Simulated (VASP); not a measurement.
# TiSi5 (P-6m2) in VASP: relaxation of cell and atoms with PBE

Aim: the relaxation of cell and atoms of TiSi5 with PBE.

Program: VASP 6.6.1. These are calculated values, not measurements. Logs are shortened: lines on timing, memory, paths and dates and some standing lists are left out, and cuts for length are marked.

## 1. The cell of the first run

It takes space group P-6m2 (No. 187, hexagonal). Conventional cell: a = 4.452 Å, b = 4.452 Å, c = 5.292 Å, α = 90.00°, β = 90.00°, γ = 120.00°. Si (site symmetry 3m) has 11 Si at 2.65 to 2.89 Å and 3 Ti at 2.89 Å within 3.5 Å. Within 3.4 Å of Si (site symmetry -6m2) lie 3 Ti at 2.57 Å and 8 Si at 2.65 to 2.89 Å. Si (site symmetry -6m2) has 11 Si at 2.57 to 2.89 Å within 3.4 Å. Si (site symmetry -6m2) has 9 Si at 2.57 to 2.89 Å and 2 Ti at 2.65 Å within 3.4 Å. Ti (site symmetry -6m2) has 11 Si at 2.57 to 2.89 Å within 3.4 Å.

## 2. Relaxation of cell and atoms, PBE

INCAR reads:

```
SYSTEM = TiSi5
PREC = Accurate
ENCUT = 500
EDIFF = 1E-7
ISMEAR = 0
SIGMA = 0.1
LREAL = .FALSE.
LASPH = .TRUE.
NELM = 120
ALGO = Normal
ISIF = 3
LWAVE = .FALSE.
LCHARG = .FALSE.
GGA = PE
IBRION = 2
NSW = 80
EDIFFG = -0.015
GGA_COMPAT = .FALSE.
NELMIN = 4
```

KPOINTS reads:

```
Automatic mesh
0
G
  12 12 8
  0 0 0
```

POSCAR reads:

```
TiSi5
1.0
    2.2259146306     -3.8553972336      0.0000000000
   -4.4518292613      0.0000000000      0.0000000000
    0.0000000000      0.0000000000     -5.2922541780
Si Ti
5 1
Direct
    0.0000000000      1.0000000000      0.5000000000
    0.0000000000      1.0000000000      0.0000000000
    0.3333333333      0.6666666667      0.2500000000
    0.3333333333      0.6666666667      0.7500000000
    0.6666666667      0.3333333333      0.7500000000
    0.6666666667      0.3333333333      0.2500000000
```

Potentials or basis: VASP PAW PBE potentials, release 64 (Si, Ti_sv).

On the command line:

```sh
$ cat potpaw_PBE.64/Si/POTCAR potpaw_PBE.64/Ti_sv/POTCAR > POTCAR
$ mpirun -np 1 vasp_std > vasp.out
```

OUTCAR:

```text
SYSTEM = TiSi5
   PREC = Accurate
   ENCUT = 500
   EDIFF = 1E-7
   ISMEAR = 0
   LREAL = .FALSE.
   LASPH = .TRUE.
   NELM = 120
   ISIF = 3
   GGA = PE
   IBRION = 2
   NSW = 80
   EDIFFG = -0.015
   NELMIN = 4

 ion  position               nearest neighbor table
   1  0.000  0.000  0.500-   2 2.65   2 2.65   4 2.89   5 2.89   6 2.89   3 2.89   5 2.89   6 2.89
                             3 2.89   4 2.89   5 2.89   6 2.89   3 2.89   4 2.89
   2  0.000  0.000  0.000-   1 2.65   1 2.65   4 2.89   5 2.89   6 2.89   3 2.89   5 2.89   6 2.89
                             3 2.89   4 2.89   5 2.89   6 2.89   3 2.89   4 2.89
   3  0.333  0.667  0.250-   6 2.57   6 2.57   6 2.57   4 2.65   4 2.65   1 2.89   2 2.89   2 2.89
                             1 2.89   2 2.89   1 2.89
   4  0.333  0.667  0.750-   5 2.57   5 2.57   5 2.57   3 2.65   3 2.65   1 2.89   2 2.89   2 2.89
                             1 2.89   2 2.89   1 2.89
   5  0.667  0.333  0.750-   4 2.57   4 2.57   4 2.57   6 2.65   6 2.65   1 2.89   2 2.89   1 2.89
                             2 2.89   1 2.89   2 2.89
   6  0.667  0.333  0.250-   3 2.57   3 2.57   3 2.57   5 2.65   5 2.65   1 2.89   2 2.89   1 2.89
                             2 2.89   1 2.89   2 2.89

  LATTYP: Found a hexagonal cell.
 ALAT       =     4.4518292613
 C/A-ratio  =     1.1887819293

  Lattice vectors:

 A1 = (   2.2259146306,  -3.8553972336,   0.0000000000)
 A2 = (  -4.4518292613,   0.0000000000,   0.0000000000)
 A3 = (   0.0000000000,   0.0000000000,  -5.2922541780)

Analysis of symmetry for initial positions (statically):
=====================================================================
 Subroutine PRICEL returns:
 Original cell was already a primitive cell.

 Routine SETGRP: Setting up the symmetry group for a
 hexagonal supercell.

 Subroutine GETGRP returns: Found 12 space group operations
 (whereof  6 operations were pure point group operations)
 out of a pool of 24 trial point group operations.

The static configuration has the point symmetry C_3v.
 The point group associated with its full space group is D_3h.

Analysis of symmetry for dynamics (positions and initial velocities):
=====================================================================
 Subroutine PRICEL returns:
 Original cell was already a primitive cell.

 Routine SETGRP: Setting up the symmetry group for a
 hexagonal supercell.

 Subroutine GETGRP returns: Found 12 space group operations
 (whereof  6 operations were pure point group operations)
 out of a pool of 24 trial point group operations.

The dynamic configuration has the point symmetry C_3v.
 The point group associated with its full space group is D_3h.

[... 118 lines left out ...]
   NUPDOWN=      -1.0000    fix difference up-down
   EMIN   =  10.00;   EMAX   =-10.00  energy-range for DOS
   EFERMI =   0.00;   METHOD = LEGACY
   ISMEAR =     0;   SIGMA  =   0.10  broadening in eV -4-tet -1-fermi 0-gaus
   EFERMI_NEDOS =   21; number of points for ismear=-14 and -15
   IALGO  =     38    algorithm
   IMIX   =      4    mixing-type and parameters
     AMIX     =   0.40;   BMIX     =  1.00
     AMIX_MAG =   1.60;   BMIX_MAG =  1.00
  volume/ion in A,a.u.               =      15.14       102.16
  Fermi-wavevector in a.u.,A,eV,Ry     =   1.156224  2.184947 18.189008  1.336854
  Thomas-Fermi vector in A             =   2.292846
   LORBIT       =      0    0 simple, 1 ext, 2 COOP (PROOUT), +10 PAW based schemes
   GGA     = PE    functional components
   LHFCALC =     F    Hartree Fock is set to
   AEXX    =    0.0000 exact exchange contribution
   IVDW    =     0    specifies the selected vdW correction
   LEPSILON=     F    determine dielectric tensor
   LRPA    =     F    only Hartree local field effects (RPA)
 conjugate gradient relaxation of ions
 non-spin polarized calculation
 Gauss-broadening in eV      SIGMA  =   0.10
  energy-cutoff  :      500.00
  volume of cell :       90.83
 maximum number of plane-waves:      2329
   NGX = 17   NGY = 17   NGZ = 19

--------------------------------------- Ionic step        1  -------------------------------------------

 number of electron      31.9999992 magnetization

 Free energy of the ion-electron system (eV)
  ---------------------------------------------------
  ext. energy  EPLUGINS =         0.00000000
  ---------------------------------------------------
  free energy    TOTEN  =       -33.15757341 eV

  energy without entropy =      -33.13202896  energy(sigma->0) =      -33.14480118

------------------------ aborting loop because EDIFF is reached ----------------------------------------

  FORCE on cell =-STRESS in cart. coord.  units (eV):
  Direction    XX          YY          ZZ          XY          YZ          ZX
  --------------------------------------------------------------------------------------
  -------------------------------------------------------------------------------------
  Total        0.3550099      0.3550099     -2.4875255      0.0000000      0.0000000      0.0000000
  in kB        6.2618507      6.2618507    -43.8762797      0.0000000      0.0000000      0.0000000
  external PRESSURE =     -10.4508594 kB  Pullay stress =       0.0000000 kB
[... 107 lines left out ...]
--------------------------------------- Ionic step        4  -------------------------------------------

 number of electron      31.9999997 magnetization

 Free energy of the ion-electron system (eV)
  ---------------------------------------------------
  ext. energy  EPLUGINS =         0.00000000
  ---------------------------------------------------
  free energy    TOTEN  =       -33.19012396 eV

  energy without entropy =      -33.16216445  energy(sigma->0) =      -33.17614420

 E-fermi :   9.5277     XC(G=0): -11.2305

 val. band max:        9.5274823629   @ k =   0.4167   0.1667   0.3750
 cond. band min:       9.5323402824   @ k =   0.5000   0.0000   0.0000
 fundamental gap:      0.0048579195
 Fermi energy:         9.5277099842

 k-point     1 :       0.0000    0.0000    0.0000
  band No.  band energies     occupation
      1     -47.0194      2.00000
      2     -23.3597      2.00000
      3     -23.3087      2.00000
      4     -23.3087      2.00000
      5      -3.7395      2.00000
      6       1.2004      2.00000
[... 541 lines left out ...]
     19      11.2688      0.00000
     20      11.5214      0.00000

 [... further k-points ...]

------------------------ aborting loop because EDIFF is reached ----------------------------------------

  FORCE on cell =-STRESS in cart. coord.  units (eV):
  Direction    XX          YY          ZZ          XY          YZ          ZX
  --------------------------------------------------------------------------------------
  -------------------------------------------------------------------------------------
  Total       -0.0725871     -0.0725871     -0.0360975     -0.0000000     -0.0000000      0.0000000
  in kB       -1.2917189     -1.2917189     -0.6423710     -0.0000000     -0.0000000      0.0000000
  external PRESSURE =      -1.0752696 kB  Pullay stress =       0.0000000 kB
[... 21 lines left out ...]
  FREE ENERGIE OF THE ION-ELECTRON SYSTEM (eV)
  ---------------------------------------------------
  free  energy   TOTEN  =       -33.1901239632 eV

  energy  without entropy=      -33.1621644460  energy(sigma->0) =      -33.17614420

 reached required accuracy - stopping structural energy minimisation
```

CONTCAR:

```text
TiSi5
   1.00000000000000
     2.2416046244745567   -3.8825731001622659    0.0000000000000000
    -4.4832092490505264   -0.0000000000004090   -0.0000000000000000
    -0.0000000000000000   -0.0000000000000000   -5.1724153684437510
  Si              Ti
     5     1
Direct
     1.0000000000000000    0.0000000000000000    0.5007670267248928
     0.0000000000000000    0.0000000000000000    0.9992329732751072
     0.3333333332999970    0.6666666667000030    0.2500000000000000
     0.3333333332999970    0.6666666667000030    0.7500000000000000
     0.6666666667000030    0.3333333332999970    0.7500000000000000
     0.6666666667000030    0.3333333332999970    0.2500000000000000

  0.00000000E+00  0.00000000E+00  0.00000000E+00
  0.00000000E+00  0.00000000E+00  0.00000000E+00
  0.00000000E+00  0.00000000E+00  0.00000000E+00
  0.00000000E+00  0.00000000E+00  0.00000000E+00
  0.00000000E+00  0.00000000E+00  0.00000000E+00
  0.00000000E+00  0.00000000E+00  0.00000000E+00
```

It took 14 min on 1 thread of Oxide Virtual Turin-like, shared host; peak memory 0.27 GiB.

Results:

```
Free energy                           : -33.1901 eV
Relaxed volume                        : 15.01 Å³/atom
Relaxed cell                          : a = 4.483 Å, b = 4.483 Å, c = 5.172 Å, α = 90.00°, β = 90.00°, γ = 120.00°
Space group after relaxing (to 0.1 Å) : P-6m2 (No. 187)
Energy gained by relaxing             : 5.4 meV/atom
Ionic steps                           : 4
Pressure after relaxing               : -0.1 GPa
Largest force after relaxing          : 0.010 eV/Å
Band gap on the k mesh                : zero (bands 16 and 17 overlap by 1.62 eV)
```

Forces in eV/Å, atoms in the order of the input:
```
Si   0.000  0.000 -0.010
Si   0.000  0.000  0.010
Si   0.000  0.000  0.000
Si   0.000  0.000  0.000
Si   0.000  0.000  0.000
Ti   0.000  0.000  0.000
```

Step by step:
```csv
step,energy change (eV),largest force (eV/Å),pressure (GPa),volume (Å³)
1,0.0000,0.0515,-1.05,90.83
2,-0.0307,0.0268,0.40,89.53
3,-0.0311,0.0222,0.60,89.37
4,-0.0326,0.0100,-0.11,90.03
```

Final structure:
```yaml
crystal:
  lattice:
    - [2.24160, -3.88257, 0.00000]
    - [-4.48321, 0.00000, 0.00000]
    - [0.00000, 0.00000, -5.17242]
  atoms:
    - { symbol: Si, position: [0.00000, 0.00000, 0.50077] }
    - { symbol: Si, position: [0.00000, 0.00000, 0.99923] }
    - { symbol: Si, position: [0.33333, 0.66667, 0.25000] }
    - { symbol: Si, position: [0.33333, 0.66667, 0.75000] }
    - { symbol: Si, position: [0.66667, 0.33333, 0.75000] }
    - { symbol: Ti, position: [0.66667, 0.33333, 0.25000] }
```
